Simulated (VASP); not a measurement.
Crystal: Al2O3.

```
CELL_PARAMETERS angstrom
2.38025 1.37424 4.33187
-2.38025 1.37424 4.33187
0.00000 -2.74848 4.33187
ATOMIC_POSITIONS crystal
Al 0.35208 0.35208 0.35208
Al 0.14792 0.14792 0.14792
Al 0.64792 0.64792 0.64792
Al 0.85208 0.85208 0.85208
O 0.55646 0.94354 0.25000
O 0.25000 0.55646 0.94354
O 0.94354 0.25000 0.55646
O 0.44354 0.05646 0.75000
O 0.75000 0.44354 0.05646
O 0.05646 0.75000 0.44354
```

Base run:

- Program: VASP 6.6.1
- Functional: r2SCAN
- Potentials or basis: VASP PAW PBE potentials, release 64 (Al, O)
- Cutoff: 520 eV
- k mesh: 8 × 8 × 8
- Occupations: fermi-dirac, width 0.02 eV
- Spin: no spin polarisation

Its results: band gap on the k mesh 7.14 eV; pressure -0.7 GPa; largest force 0.058 eV/Å.

Q: The run is repeated on the same cell with these changes: functional from r2SCAN to LDA; potentials or basis from VASP PAW PBE potentials, release 64 (Al, O) to VASP PAW LDA potentials, release 64 (Al, O). What comes out?

A: Band gap on the k mesh 6.17 eV; pressure -4.5 GPa; largest force 0.098 eV/Å.

Caveats: the PAW data sets were made with another functional, which shifts forces and pressure a little (at least some runs); the cell stands under tension (at least some runs).

A k mesh can miss the band edges.
